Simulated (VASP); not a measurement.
# GeSb4Te4 (P3m1) in VASP: a series of runs

Runs on GeSb4Te4. Level: PBE. Tasks: single point.

Everything below comes from runs of VASP 6.6.1. Logs are shortened: lines on timing, memory, paths and dates and some standing lists are left out, and cuts for length are marked.

## 1. The cell of the first run

The structure is trigonal, space group P3m1 (No. 156). Conventional cell: a = 4.330 Å, b = 4.330 Å, c = 17.349 Å, α = 90.00°, β = 90.00°, γ = 120.00°. Ge (site symmetry 3m) has 6 Te at 3.01 Å within 4.0 Å. Within 3.9 Å of Sb (site symmetry 3m) lie 3 Sb at 2.94 Å and 3 Te at 3.43 Å. Sb (site symmetry 3m) has 3 Sb at 2.94 Å and 3 Te at 3.64 Å within 3.9 Å. Sb (site symmetry 3m) has 6 Te at 3.03 to 3.21 Å within 4.0 Å. Sb (site symmetry 3m) has 6 Te at 3.03 to 3.21 Å within 4.0 Å. Within 4.0 Å of Te (site symmetry 3m) lie 3 Ge at 3.01 Å and 3 Sb at 3.21 Å. Within 4.0 Å of Te (site symmetry 3m) lie 3 Ge at 3.01 Å and 3 Sb at 3.21 Å. Within 4.0 Å of Te (site symmetry 3m) lie 6 Sb at 3.03 to 3.43 Å.

## 2. Single point, PBE (the distance across one plane changed)

INCAR reads:

```
SYSTEM = GeSb4Te4
PREC = Accurate
ENCUT = 520
EDIFF = 1E-6
ISMEAR = 0
SIGMA = 0.03
LREAL = .False.
LASPH = .True.
NELM = 100
ALGO = Normal
ISIF = 2
LWAVE = .False.
LCHARG = .False.
GGA = PE
NBANDS = 39
```

KPOINTS reads:

```
Automatic mesh
0
Gamma
  9 9 2
  0 0 0
```

POSCAR reads:

```
GeSb4Te4
1.0
   -4.3299846501      0.0000000000      0.0000000000
   -2.1649923251     -3.7498767050      0.0000000000
    0.0000000000      0.0000000000     17.3486093019
Ge Sb Te
1 4 4
Direct
    0.0000000000      0.0000000000      0.3875375597
    0.3333333333      0.3333333333      0.9410455682
    0.6666666667      0.6666666667      0.8513220036
    0.6666666667      0.6666666667      0.1746877823
    0.3333333333      0.3333333333      0.6003873372
    0.3333333333      0.3333333333      0.2904049290
    0.6666666667      0.6666666667      0.4846701905
    1.0000000000      1.0000000000      0.0762122074
    0.0000000000      0.0000000000      0.6988629121
```

Potentials or basis: VASP PAW PBE potentials, release 64 (Ge_d, Sb, Te).

The run is started by

```sh
$ cat potpaw_PBE.64/Ge_d/POTCAR potpaw_PBE.64/Sb/POTCAR potpaw_PBE.64/Te/POTCAR > POTCAR
$ mpirun -np 1 vasp_std > vasp.out
```

OUTCAR:

```text
SYSTEM = GeSb4Te4
   PREC = Accurate
   ENCUT = 520
   EDIFF = 1E-6
   ISMEAR = 0
   LREAL = .False.
   LASPH = .True.
   NELM = 100
   ISIF = 2
   GGA = PE

 ion  position               nearest neighbor table
   1  0.000  0.000  0.388-   6 3.01   6 3.01   6 3.01   7 3.01   7 3.01   7 3.01
   2  0.333  0.333  0.941-   3 2.94   3 2.94   3 2.94   8 3.43   8 3.43   8 3.43
   3  0.667  0.667  0.851-   2 2.94   2 2.94   2 2.94   9 3.64   9 3.64   9 3.64
   4  0.667  0.667  0.175-   8 3.03   8 3.03   8 3.03   6 3.21   6 3.21   6 3.21
   5  0.333  0.333  0.600-   9 3.03   9 3.03   9 3.03   7 3.21   7 3.21   7 3.21
   6  0.333  0.333  0.290-   1 3.01   1 3.01   1 3.01   4 3.21   4 3.21   4 3.21
   7  0.667  0.667  0.485-   1 3.01   1 3.01   1 3.01   5 3.21   5 3.21   5 3.21
   8  0.000  0.000  0.076-   4 3.03   4 3.03   4 3.03   2 3.43   2 3.43   2 3.43
   9  0.000  0.000  0.699-   5 3.03   5 3.03   5 3.03   3 3.64   3 3.64   3 3.64

  LATTYP: Found a hexagonal cell.
 ALAT       =     4.3299846501
 C/A-ratio  =     4.0066214326

  Lattice vectors:

 A1 = (   2.1649923251,   3.7498767050,   0.0000000000)
 A2 = (  -4.3299846501,   0.0000000000,   0.0000000000)
 A3 = (   0.0000000000,   0.0000000000,  17.3486093019)

Analysis of symmetry for initial positions (statically):
=====================================================================
 Subroutine PRICEL returns:
 Original cell was already a primitive cell.

 Routine SETGRP: Setting up the symmetry group for a
 hexagonal supercell.

 Subroutine GETGRP returns: Found  6 space group operations
 (whereof  6 operations were pure point group operations)
 out of a pool of 24 trial point group operations.

The static configuration has the point symmetry C_3v.

Analysis of symmetry for dynamics (positions and initial velocities):
=====================================================================
 Subroutine PRICEL returns:
 Original cell was already a primitive cell.

 Routine SETGRP: Setting up the symmetry group for a
 hexagonal supercell.

 Subroutine GETGRP returns: Found  6 space group operations
 (whereof  6 operations were pure point group operations)
 out of a pool of 24 trial point group operations.

The dynamic configuration has the point symmetry C_3v.

 Subroutine INISYM returns: Found  6 space group operations
 (whereof  6 operations are pure point group operations),
 and found     1 'primitive' translations

----------------------------------------------------------------------------------------

                                     Primitive cell

  volume of cell :     281.6878

  direct lattice vectors                    reciprocal lattice vectors
    -4.329984650  0.000000000  0.000000000    -0.230947701  0.133337717  0.000000000
    -2.164992325 -3.749876705  0.000000000     0.000000000 -0.266675435  0.000000000
     0.000000000  0.000000000 17.348609302     0.000000000  0.000000000  0.057641508

  length of vectors
     4.329984650  4.329984650 17.348609302     0.266675435  0.266675435  0.057641508

  position of ions in fractional coordinates (direct lattice)
     0.000000000  0.000000000  0.387537560
     0.333333333  0.333333333  0.941045568
     0.666666667  0.666666667  0.851322004
     0.666666667  0.666666667  0.174687782
     0.333333333  0.333333333  0.600387337
     0.333333333  0.333333333  0.290404929
     0.666666667  0.666666667  0.484670190
     0.000000000  0.000000000  0.076212207
     0.000000000  0.000000000  0.698862912

  ion indices of the primitive-cell ions
   primitive index   ion index
                 1           1
                 2           2
                 3           3
                 4           4
                 5           5
                 6           6
                 7           7
                 8           8
                 9           9

----------------------------------------------------------------------------------------

 KPOINTS: Automatic mesh

Automatic generation of k-mesh.
 Grid dimensions read from file:
 generate k-points for:    9    9    2

[... 45 lines left out ...]
   GGA     = PE    functional components
   LHFCALC =     F    Hartree Fock is set to
   AEXX    =    0.0000 exact exchange contribution
   IVDW    =     0    specifies the selected vdW correction
   LEPSILON=     F    determine dielectric tensor
   LRPA    =     F    only Hartree local field effects (RPA)
 non-spin polarized calculation
 Gauss-broadening in eV      SIGMA  =   0.03
  energy-cutoff  :      520.00
  volume of cell :      281.69
 maximum number of plane-waves:      7614
   NGX = 17   NGY = 17   NGZ = 65

 number of electron      57.9999987 magnetization

 Free energy of the ion-electron system (eV)
  ---------------------------------------------------
  ext. energy  EPLUGINS =         0.00000000
  ---------------------------------------------------
  free energy    TOTEN  =       -34.37622365 eV

  energy without entropy =      -34.37619773  energy(sigma->0) =      -34.37621069

 E-fermi :   6.5148     XC(G=0):  -9.3451

 val. band max:        6.4708853638   @ k =   0.0000   0.0000   0.0000
 cond. band min:       6.5644458479   @ k =   0.0000   0.0000   0.0000
 fundamental gap:      0.0935604841
 Fermi energy:         6.5147587861

 k-point     1 :       0.0000    0.0000    0.0000
  band No.  band energies     occupation
      1     -18.6083      2.00000
      2     -18.6083      2.00000
      3     -18.6025      2.00000
      4     -18.6025      2.00000
      5     -18.6021      2.00000
      6      -6.7340      2.00000
[... 31 lines left out ...]
     38       8.0247      0.00000
     39       8.6148      0.00000

 k-point     2 :       0.1111   -0.0000    0.0000
  band No.  band energies     occupation
      1     -18.6085      2.00000
      2     -18.6081      2.00000
      3     -18.6026      2.00000
      4     -18.6024      2.00000
      5     -18.6019      2.00000
      6      -6.6273      2.00000
[... 913 lines left out ...]
     38      10.2325      0.00000
     39      10.3603      0.00000

 k-point    24 :      -0.3333    0.3333    0.5000
  band No.  band energies     occupation
      1     -18.6087      2.00000
      2     -18.6087      2.00000
      3     -18.6023      2.00000
      4     -18.6023      2.00000
      5     -18.6008      2.00000
      6      -4.9181      2.00000
[... 31 lines left out ...]
     38      10.3996      0.00000
     39      10.7143      0.00000

------------------------ aborting loop because EDIFF is reached ----------------------------------------

  FORCE on cell =-STRESS in cart. coord.  units (eV):
  Direction    XX          YY          ZZ          XY          YZ          ZX
  --------------------------------------------------------------------------------------
  -------------------------------------------------------------------------------------
  Total        0.5773703      0.5773703      0.8333304      0.0000000     -0.0000000      0.0000000
  in kB        3.2839539      3.2839539      4.7397975      0.0000000     -0.0000000      0.0000000
  external PRESSURE =       3.7692351 kB  Pullay stress =       0.0000000 kB

 VOLUME and BASIS-vectors are now :
 -----------------------------------------------------------------------------
  energy-cutoff  :      520.00
  volume of cell :      281.69
      direct lattice vectors                 reciprocal lattice vectors
    -4.329984650  0.000000000  0.000000000    -0.230947701  0.133337717  0.000000000
    -2.164992325 -3.749876705  0.000000000     0.000000000 -0.266675435  0.000000000
     0.000000000  0.000000000 17.348609302     0.000000000  0.000000000  0.057641508

 POSITION                                       TOTAL-FORCE (eV/Angst)
 -----------------------------------------------------------------------------------
      0.00000      0.00000      6.72324         0.000000      0.000000      0.009238
     -2.16499     -1.24996     16.32583         0.000000      0.000000     -0.104239
     -4.32998     -2.49992     14.76925        -0.000000      0.000000     -0.103858
     -4.32998     -2.49992      3.03059         0.000000      0.000000      0.089778
     -2.16499     -1.24996     10.41589        -0.000000     -0.000000     -0.021292
     -2.16499     -1.24996      5.03812        -0.000000     -0.000000     -0.015734
     -4.32998     -2.49992      8.40835        -0.000000     -0.000000      0.006564
      0.00000      0.00000      1.32218         0.000000      0.000000      0.115084
      0.00000      0.00000     12.12430        -0.000000      0.000000      0.024459
 -----------------------------------------------------------------------------------
    total drift:                                0.000000      0.000000     -0.000221

  FREE ENERGIE OF THE ION-ELECTRON SYSTEM (eV)
  ---------------------------------------------------
  free  energy   TOTEN  =       -34.3762236518 eV

  energy  without entropy=      -34.3761977324  energy(sigma->0) =      -34.37621069
```

Run time: 4.9 min. Hardware: 1 thread of Intel Xeon Platinum 8488C (Sapphire Rapids), shared host; peak memory 0.51 GiB.

Results:

* Free energy: -34.3762 eV
* Pressure: 0.4 GPa
* Largest force: 0.115 eV/Å
* Band gap on the k mesh: 0.09 eV

Forces on the atoms (eV/Å):
```
Ge   0.000  0.000  0.009
Sb   0.000  0.000 -0.104
Sb   0.000  0.000 -0.104
Sb   0.000  0.000  0.090
Sb   0.000  0.000 -0.021
Te   0.000  0.000 -0.016
Te   0.000  0.000  0.007
Te   0.000  0.000  0.115
Te   0.000  0.000  0.024
```

Stress tensor (GPa, compression positive):
```
0.33 0.00 0.00
0.00 0.33 0.00
0.00 0.00 0.47
```

Levels at points of the mesh, in eV from the valence-band top:
```
           k point  band 26  band 27  band 28  band 29  band 30  band 31  band 32  band 33
(0.00, 0.00, 0.00)    -1.18    -1.17    -1.17     0.00     0.09     0.09     0.41     0.79
(0.00, 0.00, 0.50)    -1.20    -1.20    -1.03    -0.09     0.23     0.23     0.56     0.56
```

Caveat: the cell differs from its parent crystal (the distance across one plane changed); spin-orbit coupling is left out, which moves the levels of the heavy elements; an odd mesh through Γ misses points on the zone boundary, where band edges can lie.

## 3. Single point, PBE (the distance across one plane changed)

INCAR reads:

```
PREC     = Accurate       # precision mode
ENCUT    = 520            # plane-wave cutoff, eV
EDIFF    = 1E-7           # SCF threshold, eV
ISMEAR   = 0              # smearing method
SIGMA    = 0.03           # smearing width, eV
LREAL    = F              # projectors in reciprocal space
LASPH    = T              # aspherical terms in the spheres
NELM     = 60             # most SCF steps
ALGO     = Normal         # electronic algorithm
ISIF     = 2              # what is computed and relaxed
LWAVE    = F              # write WAVECAR
LCHARG   = F              # write CHGCAR
GGA      = PE             # functional
NBANDS   = 39             # bands
```

KPOINTS reads:

```
Automatic mesh
0
Gamma
  9 9 2
```

POSCAR reads:

```
GeSb4Te4
1.0
   -4.3299846501      0.0000000000      0.0000000000
   -2.1649923251     -3.7498767050      0.0000000000
    0.0000000000      0.0000000000     17.8986093019
Ge Sb Te
1 4 4
Direct
    0.0000000000      0.0000000000      0.3756290559
    0.3333333333      0.3333333333      0.9121285136
    0.6666666667      0.6666666667      0.8251620325
    0.6666666667      0.6666666667      0.1693198636
    0.3333333333      0.3333333333      0.5819382482
    0.3333333333      0.3333333333      0.2814811792
    0.6666666667      0.6666666667      0.4697769326
    1.0000000000      1.0000000000      0.0738703096
    0.0000000000      0.0000000000      0.6773878022
```

Potentials or basis: VASP PAW PBE potentials, release 64 (Ge_d, Sb, Te).

The run is started by

```sh
$ cat potpaw_PBE.64/Ge_d/POTCAR potpaw_PBE.64/Sb/POTCAR potpaw_PBE.64/Te/POTCAR > POTCAR
$ mpirun -np 1 vasp_std > vasp.out
```

It took 4.4 min on 1 thread of Intel Xeon Platinum 8488C (Sapphire Rapids), shared host; peak memory 0.54 GiB.

Results (log left out):

```yaml
Free_energy: -34.3882 eV
Pressure: -0.2 GPa
Largest_force: 0.087 eV/Å
Band_gap_on_the_k_mesh: 0.14 eV (least direct gap 0.17 eV)
```

Forces in eV/Å, atoms in the order of the input:
```
Ge   0.000  0.000 -0.007
Sb   0.000  0.000  0.087
Sb   0.000  0.000 -0.031
Sb   0.000  0.000 -0.016
Sb   0.000  0.000 -0.026
Te   0.000  0.000 -0.014
Te   0.000  0.000  0.024
Te   0.000  0.000 -0.038
Te   0.000  0.000  0.021
```

Levels at points of the mesh, in eV from the valence-band top:
| k point | band 26 | band 27 | band 28 | band 29 | band 30 | band 31 | band 32 | band 33 |
| --- | --- | --- | --- | --- | --- | --- | --- | --- |
| (0.00, 0.00, 0.00) | -1.23 | -1.15 | -1.15 | 0.00 | 0.17 | 0.17 | 0.39 | 0.80 |
| (0.00, 0.00, 0.50) | -1.17 | -1.17 | -1.06 | -0.08 | 0.23 | 0.23 | 0.57 | 0.69 |

Caveat: the cell differs from its parent crystal (the distance across one plane changed); spin-orbit coupling is left out, which moves the levels of the heavy elements; an odd mesh through Γ misses points on the zone boundary, where band edges can lie; this functional lacks dispersion, which binds the layers, so the pressure and a relaxed spacing across them are unreliable.

## 4. Single point, PBE (the distance across one plane changed)

INCAR reads:

```
SYSTEM = GeSb4Te4
PREC = Accurate
ENCUT = 520
EDIFF = 1E-6
ISMEAR = 0
SIGMA = 0.03
LREAL = .FALSE.
LASPH = .TRUE.
NELM = 60
ALGO = Normal
ISIF = 2
LWAVE = .FALSE.
LCHARG = .FALSE.
GGA = PE
NBANDS = 39
```

KPOINTS reads:

```
regular mesh
0
G
  9 9 2
  0 0 0
```

POSCAR reads:

```
GeSb4Te4
1.0
   -4.3299846501      0.0000000000      0.0000000000
   -2.1649923251     -3.7498767050      0.0000000000
    0.0000000000      0.0000000000     22.1486093019
Ge Sb Te
1 4 4
Direct
    0.0000000000      0.0000000000      0.3035512353
    0.3333333333      0.3333333333      0.7371041529
    0.6666666667      0.6666666667      0.6668252905
    0.6666666667      0.6666666667      0.1368298137
    0.3333333333      0.3333333333      0.4702726569
    0.3333333333      0.3333333333      0.2274689839
    0.6666666667      0.6666666667      0.3796334867
    1.0000000000      1.0000000000      0.0596956582
    0.0000000000      0.0000000000      0.5474068124
```

The run is started by

```sh
$ cat potpaw_PBE.64/Ge_d/POTCAR potpaw_PBE.64/Sb/POTCAR potpaw_PBE.64/Te/POTCAR > POTCAR
$ mpirun -np 1 vasp_std > vasp.out
```

Run time: 5.3 min. Hardware: 1 thread of Intel Xeon 6975P-C (Granite Rapids), shared host; peak memory 0.61 GiB.

It converged, with:

- Free energy: -34.2745 eV
- Pressure: -0.4 GPa
- Largest force: 0.140 eV/Å
- Band gap on the k mesh: 0.28 eV

Forces in eV/Å, atoms in the order of the input:
```
Ge   0.000  0.000 -0.012
Sb   0.000  0.000  0.035
Sb   0.000  0.000 -0.049
Sb   0.000  0.000 -0.140
Sb   0.000  0.000 -0.014
Te   0.000  0.000  0.002
Te   0.000  0.000  0.027
Te   0.000  0.000  0.120
Te   0.000  0.000  0.030
```

Stress tensor (GPa, compression positive):
```
-0.54  0.00  0.00
 0.00 -0.54  0.00
 0.00  0.00 -0.04
```

Levels at points of the mesh, in eV from the valence-band top:
```tsv
k point	band 27	band 28	band 29	band 30	band 31	band 32
(0.00, 0.00, 0.00)	-0.85	-0.82	0.00	0.28	0.47	0.47
(0.00, 0.00, 0.50)	-0.85	-0.81	-0.01	0.29	0.47	0.47
```

Caveat: the cell differs from its parent crystal (the distance across one plane changed); spin-orbit coupling is left out, which moves the levels of the heavy elements; an odd mesh through Γ misses points on the zone boundary, where band edges can lie.

## 5. Single point, PBE (the distance across one plane changed)

INCAR reads:

```
SYSTEM = GeSb4Te4
ALGO = Normal
EDIFF = 1E-7
ENCUT = 520
GGA = PE
ISIF = 2
ISMEAR = 0
LASPH = .True.
LCHARG = .False.
LREAL = .False.
LWAVE = .False.
NBANDS = 39
NELM = 80
PREC = Accurate
SIGMA = 0.03
```

KPOINTS reads:

```
k-points
0
Gamma
  9 9 2
  0 0 0
```

POSCAR reads:

```
GeSb4Te4
1.0
   -4.3299846501      0.0000000000      0.0000000000
   -2.1649923251     -3.7498767050      0.0000000000
    0.0000000000      0.0000000000     23.6486093019
Ge Sb Te
1 4 4
Direct
    0.0000000000      0.0000000000      0.2842973820
    0.3333333333      0.3333333333      0.6903506117
    0.6666666667      0.6666666667      0.6245294445
    0.6666666667      0.6666666667      0.1281508797
    0.3333333333      0.3333333333      0.4404438844
    0.3333333333      0.3333333333      0.2130409272
    0.6666666667      0.6666666667      0.3555538369
    1.0000000000      1.0000000000      0.0559092416
    0.0000000000      0.0000000000      0.5126855225
```

The run is started by

```sh
$ cat potpaw_PBE.64/Ge_d/POTCAR potpaw_PBE.64/Sb/POTCAR potpaw_PBE.64/Te/POTCAR > POTCAR
$ mpirun -np 1 vasp_std > vasp.out
```

Run time: 7.5 min. Hardware: 1 thread of Intel Xeon 6975P-C (Granite Rapids), shared host; peak memory 0.62 GiB.

Results (log left out):

| Quantity | Value |
| --- | --- |
| Free energy | -34.2732 eV |
| Largest force | 0.140 eV/Å |
| Band gap on the k mesh | 0.29 eV |

Forces in eV/Å, atoms in the order of the input:
```
Ge   0.000  0.000 -0.012
Sb   0.000  0.000  0.034
Sb   0.000  0.000 -0.048
Sb   0.000  0.000 -0.140
Sb   0.000  0.000 -0.015
Te   0.000  0.000  0.002
Te   0.000  0.000  0.027
Te   0.000  0.000  0.122
Te   0.000  0.000  0.029
```

Levels at points of the mesh, in eV from the valence-band top:
```csv
k point,band 25,band 26,band 27,band 28,band 29,band 30,band 31,band 32,band 33,band 34
"(0.00, 0.00, 0.00)",-1.15,-0.85,-0.85,-0.81,0.00,0.29,0.47,0.47,0.90,1.04
"(0.00, 0.00, 0.50)",-1.16,-0.85,-0.85,-0.81,0.00,0.29,0.47,0.47,0.90,1.04
```

Caveat: the cell differs from its parent crystal (the distance across one plane changed); spin-orbit coupling is left out, which moves the levels of the heavy elements.

## 6. The runs side by side

```tsv
cell	gap on the mesh (eV)	pressure (GPa)	largest force (eV/Å)
a = 4.330, b = 4.330, c = 17.349 Å, angles 90.0, 90.0, 60.0°, 9 atoms	0.09	0.4	0.12
a = 4.330, b = 4.330, c = 17.899 Å, angles 90.0, 90.0, 60.0°, 9 atoms	0.14	-0.2	0.09
a = 4.330, b = 4.330, c = 22.149 Å, angles 90.0, 90.0, 60.0°, 9 atoms	0.28	-0.4	0.14
a = 4.330, b = 4.330, c = 23.649 Å, angles 90.0, 90.0, 60.0°, 9 atoms	0.29	-	0.14
```

Alike in all rows: task single point; level PBE; potentials or basis VASP PAW PBE potentials, release 64 (Ge_d, Sb, Te); no spin polarisation; k mesh 9 × 9 × 2; cutoff (eV) 520; smearing gaussian 0.03 eV.

Caveats: spin-orbit coupling is left out, which moves the levels of the heavy elements; an odd mesh through Γ misses points on the zone boundary, where band edges can lie (at least some runs); this functional lacks dispersion, which binds the layers, so the pressure and a relaxed spacing across them are unreliable (at least some runs).

Total energies depend on the potentials used, so only differences within one code and one set of settings carry meaning.
